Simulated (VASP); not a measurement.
# CdS (F-43m) in VASP: notebook

CdS is run at these levels: PBE; tasks: single point.

Everything below comes from runs of VASP 6.6.1. Logs are shortened: lines on timing, memory, paths and dates and some standing lists are left out, and cuts for length are marked.

**1. The cell of the first run**

It takes space group F-43m (No. 216, cubic). Conventional cell: a = 5.859 Å, b = 5.859 Å, c = 5.859 Å, α = 90.00°, β = 90.00°, γ = 90.00°. Within 3.3 Å of Cd (site symmetry -43m) lie 4 S at 2.54 Å. Within 3.3 Å of S (site symmetry -43m) lie 4 Cd at 2.54 Å.

**2. Single point, PBE (25.14 Å³/atom)**

INCAR

```
SYSTEM = CdS
PREC = Accurate
ENCUT = 520
EDIFF = 1E-6
ISMEAR = -1
SIGMA = 0.01
LREAL = .FALSE.
LASPH = .TRUE.
NELM = 60
ALGO = Normal
ISIF = 2
LWAVE = .FALSE.
LCHARG = .FALSE.
GGA = PE
NBANDS = 16
```

KPOINTS

```
regular mesh
0
G
  8 8 8
  0 0 0
```

POSCAR

```
CdS
1.0
    0.0000000000      2.9292720848      2.9292720848
    2.9292720848      0.0000000000      2.9292720848
    2.9292720848      2.9292720848      0.0000000000
Cd S
1 1
Direct
    0.0000000000      0.0000000000      0.0000000000
    0.7500000000      0.7500000000      0.7500000000
```

Potentials or basis: VASP PAW PBE potentials, release 64 (Cd, S).

Launch:

```
cat potpaw_PBE.64/Cd/POTCAR potpaw_PBE.64/S/POTCAR > POTCAR
mpirun -np 1 vasp_std > vasp.out
```

OUTCAR:

```text
SYSTEM = CdS
   PREC = Accurate
   ENCUT = 520
   EDIFF = 1E-6
   ISMEAR = -1
   LREAL = .FALSE.
   LASPH = .TRUE.
   NELM = 60
   ISIF = 2
   GGA = PE

 ion  position               nearest neighbor table
   1  0.000  0.000  0.000-   2 2.54   2 2.54   2 2.54   2 2.54
   2  0.750  0.750  0.750-   1 2.54   1 2.54   1 2.54   1 2.54

  LATTYP: Found a face centered cubic cell.
 ALAT       =     5.8585441696

  Lattice vectors:

 A1 = (   0.0000000000,   2.9292720848,   2.9292720848)
 A2 = (   2.9292720848,   0.0000000000,   2.9292720848)
 A3 = (   2.9292720848,   2.9292720848,   0.0000000000)

Analysis of symmetry for initial positions (statically):
=====================================================================
 Subroutine PRICEL returns:
 Original cell was already a primitive cell.

 Routine SETGRP: Setting up the symmetry group for a
 face centered cubic supercell.

 Subroutine GETGRP returns: Found 24 space group operations
 (whereof 24 operations were pure point group operations)
 out of a pool of 48 trial point group operations.

The static configuration has the point symmetry T_d .

Analysis of symmetry for dynamics (positions and initial velocities):
=====================================================================
 Subroutine PRICEL returns:
 Original cell was already a primitive cell.

 Routine SETGRP: Setting up the symmetry group for a
 face centered cubic supercell.

 Subroutine GETGRP returns: Found 24 space group operations
 (whereof 24 operations were pure point group operations)
 out of a pool of 48 trial point group operations.

The dynamic configuration has the point symmetry T_d .

 Subroutine INISYM returns: Found 24 space group operations
 (whereof 24 operations are pure point group operations),
 and found     1 'primitive' translations

----------------------------------------------------------------------------------------

                                     Primitive cell

  volume of cell :      50.2700

  direct lattice vectors                    reciprocal lattice vectors
     0.000000000  2.929272085  2.929272085    -0.170690870  0.170690870  0.170690870
     2.929272085  0.000000000  2.929272085     0.170690870 -0.170690870  0.170690870
     2.929272085  2.929272085  0.000000000     0.170690870  0.170690870 -0.170690870

  length of vectors
     4.142616310  4.142616310  4.142616310     0.295645259  0.295645259  0.295645259

  position of ions in fractional coordinates (direct lattice)
[... 72 lines left out ...]
   ICHARG =      2    charge: 1-file 2-atom 10-const
   ISPIN  =      1    spin polarized calculation?
   LNONCOLLINEAR =      F non collinear calculations
   LSORBIT =      F    spin-orbit coupling
   LASPH  =      T    aspherical Exc in radial PAW
   ENCUT  =  520.0 eV  38.22 Ry    6.18 a.u.   7.70  7.70  7.70*2*pi/ulx,y,z
   NELM   =     60;   NELMIN=  2; NELMDL= -5     # of ELM steps
   EDIFF  = 0.1E-05   stopping-criterion for ELM
   LREAL  =      F    real-space projection
   EDIFFG = 0.1E-04   stopping-criterion for IOM
   NSW    =      0    number of steps for IOM
   IBRION =     -1    ionic relax: 0-MD 1-quasi-New 2-CG
   NFREE  =      0    steps in history (QN), initial steepest desc. (CG)
   ISIF   =      2    stress and relaxation
   ISYM   =      2    0-nonsym 1-usesym 2-fastsym
   POTIM  = 0.5000    time-step for ionic-motion
   TEBEG  =    0.0;   TEEND  =   0.0 temperature during run
   PSTRESS=    0.0 pullay stress
   NELECT =      18.0000    total number of electrons
   NUPDOWN=      -1.0000    fix difference up-down
   EMIN   =  10.00;   EMAX   =-10.00  energy-range for DOS
   EFERMI =   0.00;   METHOD = LEGACY
   ISMEAR =    -1;   SIGMA  =   0.01  broadening in eV -4-tet -1-fermi 0-gaus
   EFERMI_NEDOS =   21; number of points for ismear=-14 and -15
   IALGO  =     38    algorithm
   IMIX   =      4    mixing-type and parameters
     AMIX     =   0.40;   BMIX     =  1.00
     AMIX_MAG =   1.60;   BMIX_MAG =  1.00
  volume/ion in A,a.u.               =      25.14       169.62
  Fermi-wavevector in a.u.,A,eV,Ry     =   1.162508  2.196822 18.387252  1.351425
  Thomas-Fermi vector in A             =   2.299068
   LORBIT       =      0    0 simple, 1 ext, 2 COOP (PROOUT), +10 PAW based schemes
   GGA     = PE    functional components
[... 5 lines left out ...]
 non-spin polarized calculation
  energy-cutoff  :      520.00
  volume of cell :       50.27
 maximum number of plane-waves:      1366
   NGX = 15   NGY = 15   NGZ = 15

 number of electron      18.0000005 magnetization

 Free energy of the ion-electron system (eV)
  ---------------------------------------------------
  ext. energy  EPLUGINS =         0.00000000
  ---------------------------------------------------
  free energy    TOTEN  =        -6.13269297 eV

  energy without entropy =       -6.13269297  energy(sigma->0) =       -6.13269297

 E-fermi :   1.4071     XC(G=0):  -9.0884

 val. band max:        1.2027036331   @ k =   0.0000   0.0000   0.0000
 cond. band min:       2.3235778473   @ k =   0.0000   0.0000   0.0000
 fundamental gap:      1.1208742143
 Fermi energy:         1.4071471576

 k-point     1 :       0.0000    0.0000    0.0000
  band No.  band energies     occupation
      1     -11.0873      2.00000
      2      -6.4786      2.00000
      3      -6.4786      2.00000
      4      -6.4786      2.00000
      5      -6.0165      2.00000
      6      -6.0165      2.00000
[... 433 lines left out ...]
      3      -6.2834      2.00000
      4      -6.0407      2.00000
      5      -5.9905      2.00000
      6      -5.5378      2.00000
[... 8 lines left out ...]
     15      13.4700      0.00000
     16      14.3306      0.00000

 [... further k-points ...]

------------------------ aborting loop because EDIFF is reached ----------------------------------------

  FORCE on cell =-STRESS in cart. coord.  units (eV):
  Direction    XX          YY          ZZ          XY          YZ          ZX
  --------------------------------------------------------------------------------------
  -------------------------------------------------------------------------------------
  Total        0.7357560      0.7357560      0.7357560     -0.0000000     -0.0000000     -0.0000000
  in kB       23.4495912     23.4495912     23.4495912     -0.0000000     -0.0000000     -0.0000000
  external PRESSURE =      23.4495912 kB  Pullay stress =       0.0000000 kB

 VOLUME and BASIS-vectors are now :
 -----------------------------------------------------------------------------
  energy-cutoff  :      520.00
  volume of cell :       50.27
      direct lattice vectors                 reciprocal lattice vectors
     0.000000000  2.929272085  2.929272085    -0.170690870  0.170690870  0.170690870
     2.929272085  0.000000000  2.929272085     0.170690870 -0.170690870  0.170690870
     2.929272085  2.929272085  0.000000000     0.170690870  0.170690870 -0.170690870

 POSITION                                       TOTAL-FORCE (eV/Angst)
 -----------------------------------------------------------------------------------
      0.00000      0.00000      0.00000         0.000000      0.000000      0.000000
      4.39391      4.39391      4.39391        -0.000000     -0.000000     -0.000000
 -----------------------------------------------------------------------------------
    total drift:                                0.000000      0.000000      0.000000

  FREE ENERGIE OF THE ION-ELECTRON SYSTEM (eV)
  ---------------------------------------------------
  free  energy   TOTEN  =        -6.1326929651 eV

  energy  without entropy=       -6.1326929651  energy(sigma->0) =       -6.13269297
```

Run time: 20 s. Hardware: 1 thread of Intel Xeon Platinum 8488C (Sapphire Rapids), shared host; peak memory 0.18 GiB.

Results:

- Free energy: -6.1327 eV
- Pressure: 2.3 GPa
- Band gap on the k mesh: 1.12 eV

**3. Single point, PBE (25.63 Å³/atom)**

This run uses another cell than the first one, of 25.63 Å³/atom.

INCAR

```
PREC     = Accurate       # precision mode
ENCUT    = 520            # plane-wave cutoff, eV
EDIFF    = 1E-6           # SCF threshold, eV
ISMEAR   = -1             # smearing method
SIGMA    = 0.01           # smearing width, eV
LREAL    = False          # projectors in reciprocal space
LASPH    = True           # aspherical terms in the spheres
NELM     = 80             # most SCF steps
ALGO     = Normal         # electronic algorithm
ISIF     = 2              # what is computed and relaxed
LWAVE    = False          # write WAVECAR
LCHARG   = False          # write CHGCAR
GGA      = PE             # functional
NBANDS   = 16             # bands
```

KPOINTS

```
regular mesh
0
Gamma
  8 8 8
```

POSCAR

```
CdS
1.0
    0.0000000000      2.9482938651      2.9482938651
    2.9482938651      0.0000000000      2.9482938651
    2.9482938651      2.9482938651      0.0000000000
Cd S
1 1
Direct
    0.0000000000      0.0000000000      0.0000000000
    0.7500000000      0.7500000000      0.7500000000
```

Potentials or basis: VASP PAW PBE potentials, release 64 (Cd, S).

Launch:

```
cat potpaw_PBE.64/Cd/POTCAR potpaw_PBE.64/S/POTCAR > POTCAR
mpirun -np 1 vasp_std > vasp.out
```

It took 20 s on 1 thread of Intel Xeon Platinum 8488C (Sapphire Rapids), shared host; peak memory 0.18 GiB.

Results (log left out):

```yaml
Free_energy: -6.1435 eV
Pressure: 1.2 GPa
Band_gap_on_the_k_mesh: 1.08 eV
```

Levels at points of the mesh, in eV from the valence-band top:
```csv
k point,band 5,band 6,band 7,band 8,band 9,band 10,band 11,band 12,band 13,band 14
"(0.00, 0.00, 0.00)",-7.18,-7.18,0.00,0.00,0.00,1.08,6.55,6.55,6.55,11.26
"(0.50, 0.00, 0.00)",-7.15,-6.83,-4.21,-0.71,-0.71,2.96,7.01,7.01,7.38,10.99
"(0.50, 0.50, 0.00)",-7.10,-6.77,-3.81,-1.77,-1.77,3.61,4.31,9.10,10.59,10.59
```
